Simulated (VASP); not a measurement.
Runs of VASP 6.6.1 on Ta2N. The structure is that of space group P-3m1 (No. 164), or close to it. The cells are those of the table. 

```tsv
cell	gap on the mesh (eV)	pressure (GPa)	largest force (eV/Å)
a = 3.079, b = 3.079, c = 12.647 Å, angles 90.0, 90.0, 60.0°, 6 atoms	none	-4.9	0.25
a = 3.079, b = 3.079, c = 9.897 Å, angles 90.0, 90.0, 60.0°, 6 atoms	none	-4.1	1.35
a = 3.079, b = 3.079, c = 9.347 Å, angles 90.0, 90.0, 60.0°, 6 atoms	none	11.0	3.12
a = 3.079, b = 3.079, c = 11.147 Å, angles 90.0, 90.0, 60.0°, 6 atoms	none	-7.2	(a)
a = 3.079, b = 3.079, c = 11.647 Å, angles 90.0, 90.0, 60.0°, 6 atoms	none	(c)	(b)
```

Alike in all rows: task single point; level PBEsol; potentials or basis VASP PAW PBE potentials, release 64 (Ta_pv, N); no spin polarisation; k mesh 17 × 17 × 5; cutoff (eV) 520; smearing gaussian 0.15 eV.

Q: Estimate the missing entries.

A: (a) 0.91; (b) 0.30; (c) -6.2.

Caveats: the PAW data sets were made with another functional, which shifts forces and pressure a little; spin-orbit coupling is left out, which moves the levels of the heavy elements.

A k mesh can miss the band edges, and the runs leave out spin-orbit coupling on Ta.

A gap of «none» marks levels without a gap at the run's occupations.
